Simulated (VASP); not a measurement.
# Co (P6_3/mmc) in VASP: single point with PBE+D3(BJ)

Aim: the single point of Co with PBE+D3(BJ).

Everything below comes from runs of VASP 6.6.1. Logs are shortened: lines on timing, memory, paths and dates and some standing lists are left out, and cuts for length are marked.

### Step 1. The cell of the first run

It takes space group P6_3/mmc (No. 194, hexagonal). The conventional cell has a = 2.469 Å, b = 2.469 Å, c = 3.992 Å, α = 90.00°, β = 90.00°, γ = 120.00°. Within 3.2 Å of Co (site symmetry -6m2) lie 12 Co at 2.45 to 2.47 Å.

### Step 2. Single point, PBE+D3(BJ), collinear spin, ferromagnetic start

INCAR reads:

```
SYSTEM = Co
ALGO = Normal
EDIFF = 1E-6
ENCUT = 520
GGA = PE
ISIF = 2
ISMEAR = 0
ISPIN = 2
IVDW = 12
LASPH = .True.
LCHARG = .False.
LMAXMIX = 4
LORBIT = 11
LREAL = .False.
LWAVE = .False.
MAGMOM = 1.76 1.76
NBANDS = 20
NELM = 150
PREC = Accurate
SIGMA = 0.1
```

KPOINTS reads:

```
k-points
0
Gamma
  21 21 10
  0 0 0
```

POSCAR reads:

```
Co
1.0
    2.4688793508      0.0000000000      0.0000000000
   -1.2344396754      2.1381122367      0.0000000000
    0.0000000000      0.0000000000      3.9922077177
Co
2
Direct
    0.3333333333      0.6666666667      0.2500000000
    0.6666666667      0.3333333333      0.7500000000
```

Potentials or basis: VASP PAW PBE potentials, release 64 (Co).

On the command line:

```bash
$ cat potpaw_PBE.64/Co/POTCAR > POTCAR
$ mpirun -np 1 vasp_std > vasp.out
```

OUTCAR:

```text
SYSTEM = Co
   EDIFF = 1E-6
   ENCUT = 520
   GGA = PE
   ISIF = 2
   ISMEAR = 0
   ISPIN = 2
   IVDW = 12
   LASPH = .True.
   LORBIT = 11
   LREAL = .False.
   NELM = 150
   PREC = Accurate
 IVDW          = 12

 ion  position               nearest neighbor table
   1  0.333  0.667  0.250-   2 2.45   2 2.45   2 2.45   2 2.45   2 2.45   2 2.45
   2  0.667  0.333  0.750-   1 2.45   1 2.45   1 2.45   1 2.45   1 2.45   1 2.45

  LATTYP: Found a hexagonal cell.
 ALAT       =     2.4688793508
 C/A-ratio  =     1.6170120733

  Lattice vectors:

 A1 = (   2.4688793508,   0.0000000000,   0.0000000000)
 A2 = (  -1.2344396754,   2.1381122367,   0.0000000000)
 A3 = (   0.0000000000,   0.0000000000,   3.9922077177)

Analysis of symmetry for initial positions (statically):
=====================================================================
 Subroutine PRICEL returns:
 Original cell was already a primitive cell.

 Routine SETGRP: Setting up the symmetry group for a
 hexagonal supercell.

 Subroutine GETGRP returns: Found 24 space group operations
 (whereof 12 operations were pure point group operations)
 out of a pool of 24 trial point group operations.

The static configuration has the point symmetry D_3d.
 The point group associated with its full space group is D_6h.

Analysis of symmetry for dynamics (positions and initial velocities):
=====================================================================
 Subroutine PRICEL returns:
 Original cell was already a primitive cell.

 Routine SETGRP: Setting up the symmetry group for a
 hexagonal supercell.

 Subroutine GETGRP returns: Found 24 space group operations
 (whereof 12 operations were pure point group operations)
 out of a pool of 24 trial point group operations.

The dynamic configuration has the point symmetry D_3d.
 The point group associated with its full space group is D_6h.

Analysis of structural, dynamic, and magnetic symmetry:
=====================================================================
 Subroutine PRICEL returns:
 Original cell was already a primitive cell.

 Routine SETGRP: Setting up the symmetry group for a
 hexagonal supercell.

 Subroutine GETGRP returns: Found 24 space group operations
 (whereof 12 operations were pure point group operations)
 out of a pool of 24 trial point group operations.

The overall configuration has the point symmetry D_3d.
 The point group associated with its full space group is D_6h.

 Subroutine INISYM returns: Found 24 space group operations
 (whereof 12 operations are pure point group operations),
 and found     1 'primitive' translations

[... 118 lines left out ...]
   LORBIT       =     11    0 simple, 1 ext, 2 COOP (PROOUT), +10 PAW based schemes
   GGA     = PE    functional components
   LHFCALC =     F    Hartree Fock is set to
   AEXX    =    0.0000 exact exchange contribution
   IVDW    =    12    specifies the selected vdW correction
   LEPSILON=     F    determine dielectric tensor
   LRPA    =     F    only Hartree local field effects (RPA)
 spin polarized calculation
 Gauss-broadening in eV      SIGMA  =   0.10
  energy-cutoff  :      520.00
  volume of cell :       21.07
 maximum number of plane-waves:       582
   NGX =  9   NGY =  9   NGZ = 15

 number of electron      17.9999982 magnetization       3.1438386

 Free energy of the ion-electron system (eV)
  ---------------------------------------------------
  ext. energy  EPLUGINS =         0.00000000
  ---------------------------------------------------
  free energy    TOTEN  =       -14.06455467 eV

  energy without entropy =      -14.05574873  energy(sigma->0) =      -14.06015170

 E-fermi :  10.6675     XC(G=0): -13.5770

 val. band max:       10.6656625574   @ k =   0.0952  -0.0000   0.2000
 cond. band min:      10.6684636333   @ k =   0.1905   0.1429   0.2000
 fundamental gap:      0.0028010759
 Fermi energy:        10.6675145810

 spin component 1

 k-point     1 :       0.0000    0.0000    0.0000
  band No.  band energies     occupation
      1       1.5986      1.00000
      2       5.4154      1.00000
      3       8.0329      1.00000
      4       8.0538      1.00000
      5       8.0538      1.00000
      6       8.3814      1.00000
[... 541 lines left out ...]
     19      36.2015      0.00000
     20      37.3556      0.00000

 [... further k-points ...]

 spin component 2

 k-point     1 :       0.0000    0.0000    0.0000
  band No.  band energies     occupation
      1       1.5923      1.00000
      2       6.3349      1.00000
      3       9.6291      1.00000
      4       9.6525      1.00000
      5       9.6525      1.00000
      6      10.0340      1.00000
[... 541 lines left out ...]
     19      36.4058      0.00000
     20      37.7791      0.00000

 [... further k-points ...]

------------------------ aborting loop because EDIFF is reached ----------------------------------------

 Edisp (eV)   -0.85938

 E8    (eV) :    -0.3772

  FORCE on cell =-STRESS in cart. coord.  units (eV):
  Direction    XX          YY          ZZ          XY          YZ          ZX
  --------------------------------------------------------------------------------------
  -------------------------------------------------------------------------------------
  Total      -0.11971    -0.11971    -0.14271     0.00000     0.00000     0.00000
  in kB      -9.10151    -9.10151   -10.84997     0.00000     0.00000     0.00000
  external pressure =       -9.68 kB  Pullay stress =        0.00 kB

 VOLUME and BASIS-vectors are now :
 -----------------------------------------------------------------------------
  energy-cutoff  :      520.00
  volume of cell :       21.07
      direct lattice vectors                 reciprocal lattice vectors
     2.468879351  0.000000000  0.000000000     0.405042069  0.233851147  0.000000000
    -1.234439675  2.138112237  0.000000000     0.000000000  0.467702295  0.000000000
     0.000000000  0.000000000  3.992207718     0.000000000  0.000000000  0.250487968

 POSITION                                       TOTAL-FORCE (eV/Angst)
 -----------------------------------------------------------------------------------
     -0.00000      1.42541      0.99805         0.000000     -0.000000      0.000000
      1.23444      0.71270      2.99416        -0.000000      0.000000      0.000000
 -----------------------------------------------------------------------------------
    total drift:                                0.000000     -0.000000     -0.000000

  FREE ENERGIE OF THE ION-ELECTRON SYSTEM (eV)
  ---------------------------------------------------
  free  energy   TOTEN  =       -14.9239347963 eV

  energy  without entropy=      -14.9151288551  energy(sigma->0) =      -14.91953183

 total charge

# of ion       s       p       d       tot
------------------------------------------
    1        0.501   0.547   7.284   8.332
    2        0.501   0.547   7.284   8.332
--------------------------------------------------
tot          1.001   1.094  14.568  16.663

 magnetization (x)

# of ion       s       p       d       tot
------------------------------------------
    1       -0.016  -0.056   1.659   1.587
    2       -0.016  -0.056   1.659   1.587
--------------------------------------------------
tot         -0.031  -0.112   3.317   3.174
```

stdout:

```text
POSCAR found type information on POSCAR Co
 POSCAR found :  1 types and       2 ions
 scaLAPACK will be used
 LDA part: xc-table for (Slater+PW92), standard interpolation
 POSCAR, INCAR and KPOINTS ok, starting setup
 FFT: planning ... GRIDC
 FFT: planning ... GRID_SOFT
 FFT: planning ... GRID
 WAVECAR not read
 entering main loop
```

It took 2.2 min on 1 thread of Intel Xeon 6975P-C, shared host; peak memory 0.28 GiB.

What came out:

| Item | Value |
| --- | --- |
| Free energy | -14.9239 eV |
| Pressure | -1.0 GPa |
| Net moment | 3.14 μB per cell |
| Site moments | Co +1.59 μB |
| Valence electrons inside the program's atomic spheres | Co 8.33 |
| Dispersion energy per atom | -0.430 eV |

Caveat: pairwise dispersion overbinds metals, which lowers pressure and volume.
